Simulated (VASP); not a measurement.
# ZnSe (I-4m2) in VASP: a series of runs

ZnSe is run at these levels: r2SCAN; tasks: single point.

All numbers are computed with VASP 6.6.1; they aren't measurements. Logs are shortened: lines on timing, memory, paths and dates and some standing lists are left out, and cuts for length are marked.

## (1) The cell of the first run

It takes space group I-4m2 (No. 119, tetragonal). Conventional cell: a = 4.006 Å, b = 4.006 Å, c = 5.893 Å, α = 90.00°, β = 90.00°, γ = 90.00°. Zn (site symmetry -4m2) has 4 Se at 2.49 Å within 3.3 Å. Se (site symmetry -4m2) has 4 Zn at 2.49 Å within 3.3 Å.

## (2) Single point, r2SCAN (strain +0.000 along x and y, +0.040 along z)

POSCAR

```
ZnSe
1.0
    0.0000000000      2.8329452336      2.9462630429
    2.8329452336      0.0000000000      2.9462630429
    2.8329452336      2.8329452336      0.0000000000
Zn Se
1 1
Direct
    0.0000000000      0.0000000000      0.0000000000
    0.7500000000      0.7500000000      0.7500000000
```

INCAR.step1

```
PREC     = Accurate       # precision mode
ENCUT    = 520            # plane-wave cutoff, eV
ISMEAR   = 0              # smearing method
SIGMA    = 0.05           # smearing width, eV
LREAL    = F              # projectors in reciprocal space
LASPH    = T              # aspherical terms in the spheres
NELM     = 100            # most SCF steps
NBANDS   = 16             # bands
GGA      = PE             # functional
ALGO     = Normal         # electronic algorithm
EDIFF    = 1E-4           # SCF threshold, eV
LWAVE    = T              # write WAVECAR
LCHARG   = F              # write CHGCAR
```

INCAR.step2

```
PREC     = Accurate       # precision mode
ENCUT    = 520            # plane-wave cutoff, eV
EDIFF    = 1E-7           # SCF threshold, eV
ISMEAR   = 0              # smearing method
SIGMA    = 0.05           # smearing width, eV
LREAL    = F              # projectors in reciprocal space
LASPH    = T              # aspherical terms in the spheres
NELM     = 100            # most SCF steps
ALGO     = Normal         # electronic algorithm
ISIF     = 2              # what is computed and relaxed
LWAVE    = F              # write WAVECAR
LCHARG   = T              # write CHGCAR
METAGGA  = R2SCAN         # meta-GGA
LMIXTAU  = T            
LELF     = T              # ELF
LVHAR    = T            
NBANDS   = 16             # bands
ISTART   = 1
```

KPOINTS

```
regular mesh
0
Gamma
  8 8 8
```

Potentials or basis: VASP PAW PBE potentials, release 64 (Zn, Se).

The run is started by

```console
$ cat potpaw_PBE.64/Zn/POTCAR potpaw_PBE.64/Se/POTCAR > POTCAR
$ cp INCAR.step1 INCAR
$ mpirun -np 1 vasp_std > vasp.out
$ cp INCAR.step2 INCAR
$ mpirun -np 1 vasp_std > vasp.out
```

OUTCAR:

```text
PREC = Accurate
   ENCUT = 520
   EDIFF = 1E-7
   ISMEAR = 0
   LREAL = F
   LASPH = T
   NELM = 100
   ISIF = 2
   METAGGA = R2SCAN
   ISTART = 1

 ion  position               nearest neighbor table
   1  0.000  0.000  0.000-   2 2.49   2 2.49   2 2.49   2 2.49
   2  0.750  0.750  0.750-   1 2.49   1 2.49   1 2.49   1 2.49

  LATTYP: Found a body centered tetragonal cell.
 ALAT       =     4.0063895708
 C/A-ratio  =     1.4707821048

  Lattice vectors:

 A1 = (  -2.8329452336,   0.0000000000,   2.9462630429)
 A2 = (   2.8329452336,   0.0000000000,   2.9462630429)
 A3 = (   0.0000000000,   2.8329452336,  -2.9462630429)

Analysis of symmetry for initial positions (statically):
=====================================================================
 Subroutine PRICEL returns:
 Original cell was already a primitive cell.

 Routine SETGRP: Setting up the symmetry group for a
 body centered tetragonal supercell.

 Subroutine GETGRP returns: Found  8 space group operations
 (whereof  8 operations were pure point group operations)
 out of a pool of 16 trial point group operations.

The static configuration has the point symmetry D_2d.

Analysis of symmetry for dynamics (positions and initial velocities):
=====================================================================
 Subroutine PRICEL returns:
 Original cell was already a primitive cell.

 Routine SETGRP: Setting up the symmetry group for a
 body centered tetragonal supercell.

 Subroutine GETGRP returns: Found  8 space group operations
 (whereof  8 operations were pure point group operations)
 out of a pool of 16 trial point group operations.

The dynamic configuration has the point symmetry D_2d.

 Subroutine INISYM returns: Found  8 space group operations
 (whereof  8 operations are pure point group operations),
 and found     1 'primitive' translations

----------------------------------------------------------------------------------------

                                     Primitive cell

  volume of cell :      47.2909

  direct lattice vectors                    reciprocal lattice vectors
     0.000000000  2.832945234  2.946263043    -0.176494764  0.176494764  0.169706504
     2.832945234  0.000000000  2.946263043     0.176494764 -0.176494764  0.169706504
     2.832945234  2.832945234  0.000000000     0.176494764  0.176494764 -0.169706504

  length of vectors
     4.087302853  4.087302853  4.006389571     0.301829589  0.301829589  0.301829589

  position of ions in fractional coordinates (direct lattice)
     0.000000000  0.000000000  0.000000000
     0.750000000  0.750000000  0.750000000

  ion indices of the primitive-cell ions
   primitive index   ion index
                 1           1
                 2           2

----------------------------------------------------------------------------------------

 KPOINTS: regular mesh

Automatic generation of k-mesh.
 Grid dimensions read from file:
 generate k-points for:    8    8    8

 Generating k-lattice:

  Cartesian coordinates                     Fractional coordinates (reciprocal lattice)
    -0.022061845  0.022061845  0.021213313     0.125000000  0.000000000  0.000000000
     0.022061845 -0.022061845  0.021213313     0.000000000  0.125000000  0.000000000
     0.022061845  0.022061845 -0.021213313     0.000000000  0.000000000  0.125000000

  Length of vectors
     0.037728699  0.037728699  0.037728699

  Shift w.r.t. Gamma in fractional coordinates (k-lattice)
     0.000000000  0.000000000  0.000000000

 Subroutine IBZKPT returns following result:
 ===========================================

 Found     59 irreducible k-points:

 Following reciprocal coordinates:
            Coordinates               Weight
  0.000000  0.000000  0.000000      1.000000
  0.125000 -0.000000  0.000000      8.000000
  0.250000 -0.000000  0.000000      8.000000
  0.375000 -0.000000  0.000000      8.000000
  0.500000 -0.000000  0.000000      4.000000
  0.125000  0.125000  0.000000      2.000000
[... 16 lines left out ...]
  0.250000 -0.000000  0.125000     16.000000
  0.375000 -0.000000  0.125000     16.000000
 [... further k-points ...]
   k-points           NKPTS =     59   k-points in BZ     NKDIM =     59   number of bands    NBANDS=     16
   number of dos      NEDOS =    301   number of ions     NIONS =      2
   total plane-waves  NPLWV =  27000
   dimension x,y,z NGX =    30 NGY =   30 NGZ =   30
   dimension x,y,z NGXF=    60 NGYF=   60 NGZF=   60
   ions per type =               1   1
   NGX,Y,Z   is equivalent  to a cutoff of  12.20, 12.20, 12.45 a.u.
   NGXF,Y,Z  is equivalent  to a cutoff of  24.40, 24.40, 24.90 a.u.
 SYSTEM =  unknown system
   PREC   = accura    normal or accurate (medium, high low for compatibility)
   ISTART =      1    job   : 0-new  1-cont  2-samecut
   ICHARG =      0    charge: 1-file 2-atom 10-const
   ISPIN  =      1    spin polarized calculation?
   LNONCOLLINEAR =      F non collinear calculations
   LSORBIT =      F    spin-orbit coupling
   LASPH  =      T    aspherical Exc in radial PAW
   ENCUT  =  520.0 eV  38.22 Ry    6.18 a.u.   7.60  7.60  7.45*2*pi/ulx,y,z
   NELM   =    100;   NELMIN=  2; NELMDL=  0     # of ELM steps
   EDIFF  = 0.1E-06   stopping-criterion for ELM
   LREAL  =      F    real-space projection
   EDIFFG = 0.1E-05   stopping-criterion for IOM
   NSW    =      0    number of steps for IOM
   IBRION =     -1    ionic relax: 0-MD 1-quasi-New 2-CG
   NFREE  =      0    steps in history (QN), initial steepest desc. (CG)
   ISIF   =      2    stress and relaxation
   ISYM   =      2    0-nonsym 1-usesym 2-fastsym
   POTIM  = 0.5000    time-step for ionic-motion
   TEBEG  =    0.0;   TEEND  =   0.0 temperature during run
   PSTRESS=    0.0 pullay stress
   NELECT =      18.0000    total number of electrons
   NUPDOWN=      -1.0000    fix difference up-down
   EMIN   =  10.00;   EMAX   =-10.00  energy-range for DOS
   EFERMI =   0.00;   METHOD = LEGACY
   ISMEAR =     0;   SIGMA  =   0.05  broadening in eV -4-tet -1-fermi 0-gaus
   EFERMI_NEDOS =   21; number of points for ismear=-14 and -15
   IALGO  =     38    algorithm
   IMIX   =      4    mixing-type and parameters
     AMIX     =   0.40;   BMIX     =  1.00
     AMIX_MAG =   1.60;   BMIX_MAG =  1.00
  volume/ion in A,a.u.               =      23.65       159.57
  Fermi-wavevector in a.u.,A,eV,Ry     =   1.186423  2.242015 19.151568  1.407601
  Thomas-Fermi vector in A             =   2.322596
   LORBIT       =      0    0 simple, 1 ext, 2 COOP (PROOUT), +10 PAW based schemes
   METAGGA = R2SCAN    functional components
   LHFCALC =     F    Hartree Fock is set to
   AEXX    =    0.0000 exact exchange contribution
   IVDW    =     0    specifies the selected vdW correction
   LEPSILON=     F    determine dielectric tensor
   LRPA    =     F    only Hartree local field effects (RPA)
 non-spin polarized calculation
 Gauss-broadening in eV      SIGMA  =   0.05
  energy-cutoff  :      520.00
  volume of cell :       47.29
 maximum number of plane-waves:      1291
   NGX = 15   NGY = 15   NGZ = 15

 number of electron      18.0000025 magnetization

 Free energy of the ion-electron system (eV)
  ---------------------------------------------------
  ext. energy  EPLUGINS =         0.00000000
  ---------------------------------------------------
  free energy    TOTEN  =       -24.88977027 eV

  energy without entropy =      -24.88977027  energy(sigma->0) =      -24.88977027

 E-fermi :   1.2705     XC(G=0):  -9.7353

 val. band max:        1.0259140980   @ k =   0.0000   0.0000   0.0000
 cond. band min:       2.6702826961   @ k =   0.0000   0.0000   0.0000
 fundamental gap:      1.6443685980
 Fermi energy:         1.2705044038

 k-point     1 :       0.0000    0.0000    0.0000
  band No.  band energies     occupation
      1     -12.4877      2.00000
      2      -5.5999      2.00000
      3      -5.5828      2.00000
      4      -5.5827      2.00000
      5      -5.2212      2.00000
      6      -5.2186      2.00000
[... 8 lines left out ...]
     15      12.5372      0.00000
     16      13.2807      0.00000

 k-point     2 :       0.1250   -0.0000    0.0000
  band No.  band energies     occupation
      1     -12.3910      2.00000
      2      -5.5866      2.00000
      3      -5.5702      2.00000
      4      -5.5670      2.00000
      5      -5.2214      2.00000
      6      -5.2206      2.00000
[... 8 lines left out ...]
     15      12.3245      0.00000
     16      12.4185      0.00000

 k-point     3 :       0.2500   -0.0000    0.0000
  band No.  band energies     occupation
      1     -12.1410      2.00000
      2      -5.5494      2.00000
      3      -5.5316      2.00000
      4      -5.5101      2.00000
      5      -5.2216      2.00000
      6      -5.2173      2.00000
[... 8 lines left out ...]
     15      12.0286      0.00000
     16      12.3353      0.00000

 k-point     4 :       0.3750   -0.0000    0.0000
  band No.  band energies     occupation
      1     -11.8626      2.00000
      2      -5.5213      2.00000
      3      -5.5014      2.00000
      4      -5.3170      2.00000
      5      -5.2158      2.00000
      6      -5.2041      2.00000
[... 8 lines left out ...]
     15      13.0023      0.00000
     16      13.1833      0.00000
[... 324 lines left out ...]
 k-point    22 :       0.1250    0.0000    0.1250
  band No.  band energies     occupation
      1     -12.3556      2.00000
      2      -5.5856      2.00000
      3      -5.5725      2.00000
      4      -5.5532      2.00000
      5      -5.2289      2.00000
      6      -5.2134      2.00000
[... 8 lines left out ...]
     15      12.7054      0.00000
     16      12.9782      0.00000

 k-point    23 :       0.2500   -0.0000    0.1250
  band No.  band energies     occupation
      1     -12.1537      2.00000
      2      -5.5644      2.00000
      3      -5.5344      2.00000
      4      -5.5126      2.00000
      5      -5.2337      2.00000
      6      -5.2062      2.00000
[... 8 lines left out ...]
     15      12.8381      0.00000
     16      13.6865      0.00000

 k-point    24 :       0.3750   -0.0000    0.1250
  band No.  band energies     occupation
      1     -11.8807      2.00000
      2      -5.5196      2.00000
      3      -5.4935      2.00000
      4      -5.3990      2.00000
      5      -5.2179      2.00000
      6      -5.1956      2.00000
[... 8 lines left out ...]
     15      13.2299      0.00000
     16      13.9062      0.00000

 [... further k-points ...]
[... 5 lines left out ...]
  --------------------------------------------------------------------------------------
  -------------------------------------------------------------------------------------
  Total       -0.5243052     -0.5243052     -0.9866446      0.0000000     -0.0000000      0.0000000
  in kB      -17.7630225    -17.7630225    -33.4266959      0.0000000     -0.0000000      0.0000000
  external PRESSURE =     -22.9842469 kB  Pullay stress =       0.0000000 kB

 VOLUME and BASIS-vectors are now :
 -----------------------------------------------------------------------------
  energy-cutoff  :      520.00
  volume of cell :       47.29
      direct lattice vectors                 reciprocal lattice vectors
     0.000000000  2.832945234  2.946263043    -0.176494764  0.176494764  0.169706504
     2.832945234  0.000000000  2.946263043     0.176494764 -0.176494764  0.169706504
     2.832945234  2.832945234  0.000000000     0.176494764  0.176494764 -0.169706504

 POSITION                                       TOTAL-FORCE (eV/Angst)
 -----------------------------------------------------------------------------------
      0.00000      0.00000      0.00000        -0.000000     -0.000000      0.000000
      4.24942      4.24942      4.41939         0.000000      0.000000     -0.000000
 -----------------------------------------------------------------------------------
    total drift:                               -0.000028     -0.000028      0.000009

  FREE ENERGIE OF THE ION-ELECTRON SYSTEM (eV)
  ---------------------------------------------------
  free  energy   TOTEN  =       -24.8897702661 eV

  energy  without entropy=      -24.8897702661  energy(sigma->0) =      -24.88977027
```

It took 1.7 min on 1 thread of Intel Xeon 6975P-C (Granite Rapids), shared host; peak memory 0.19 GiB.

Results:

* Free energy: -24.8898 eV
* Pressure: -2.3 GPa
* Band gap on the k mesh: 1.64 eV, direct

Caveat: the cell differs from its parent crystal (strain +0.000 along x and y, +0.040 along z); the PAW data sets were made with another functional, which shifts forces and pressure a little.

## (3) Single point, r2SCAN (strain +0.040 along x and y, +0.080 along z)

POSCAR

```
ZnSe
1.0
    0.0000000000      2.9462630429      3.0595808523
    2.9462630429      0.0000000000      3.0595808523
    2.9462630429      2.9462630429      0.0000000000
Zn Se
1 1
Direct
    0.0000000000      0.0000000000      0.0000000000
    0.7500000000      0.7500000000      0.7500000000
```

INCAR.step1

```
PREC = Accurate ; ENCUT = 520
ISMEAR = 0 ; SIGMA = 0.05
LREAL = F ; LASPH = T
NELM = 60 ; NBANDS = 16
GGA = PE ; ALGO = Normal
EDIFF = 1E-4 ; LWAVE = T
LCHARG = F
```

INCAR.step2

```
PREC = Accurate ; ENCUT = 520
EDIFF = 1E-6 ; ISMEAR = 0
SIGMA = 0.05 ; LREAL = F
LASPH = T ; NELM = 60
ALGO = Normal ; ISIF = 2
LWAVE = F ; LCHARG = F
METAGGA = R2SCAN ; LMIXTAU = T
NBANDS = 16 ; ISTART = 1
```

KPOINTS

```
Automatic mesh
0
Gamma
  8 8 8
```

Potentials or basis: VASP PAW PBE potentials, release 64 (Zn, Se).

The run is started by

```console
$ cat potpaw_PBE.64/Zn/POTCAR potpaw_PBE.64/Se/POTCAR > POTCAR
$ cp INCAR.step1 INCAR
$ mpirun -np 1 vasp_std > vasp.out
$ cp INCAR.step2 INCAR
$ mpirun -np 1 vasp_std > vasp.out
```

Wall time 61 s (1 thread of Intel Xeon 6975P-C (Granite Rapids), shared host); peak memory 0.21 GiB.

Results (log left out):

* Free energy: -24.7060 eV
* Pressure: -7.2 GPa
* Band gap on the k mesh: 1.18 eV, direct

Stress tensor (GPa, compression positive):
```
-6.65  0.00  0.00
 0.00 -6.65  0.00
 0.00  0.00 -8.22
```

Levels at points of the mesh, in eV from the valence-band top:
| k point | band 7 | band 8 | band 9 | band 10 | band 11 | band 12 |
| --- | --- | --- | --- | --- | --- | --- |
| (0.00, 0.00, 0.00) | -0.13 | 0.00 | 0.00 | 1.18 | 6.27 | 6.27 |
| (0.50, 0.00, 0.00) | -4.41 | -0.82 | -0.62 | 2.68 | 6.70 | 6.94 |
| (0.50, 0.50, 0.00) | -4.30 | -1.64 | -1.64 | 3.69 | 3.97 | 10.11 |
| (0.50, 0.00, 0.50) | -4.10 | -1.84 | -1.79 | 3.54 | 3.63 | 10.42 |

Caveat: the cell differs from its parent crystal (strain +0.040 along x and y, +0.080 along z); the PAW data sets were made with another functional, which shifts forces and pressure a little.
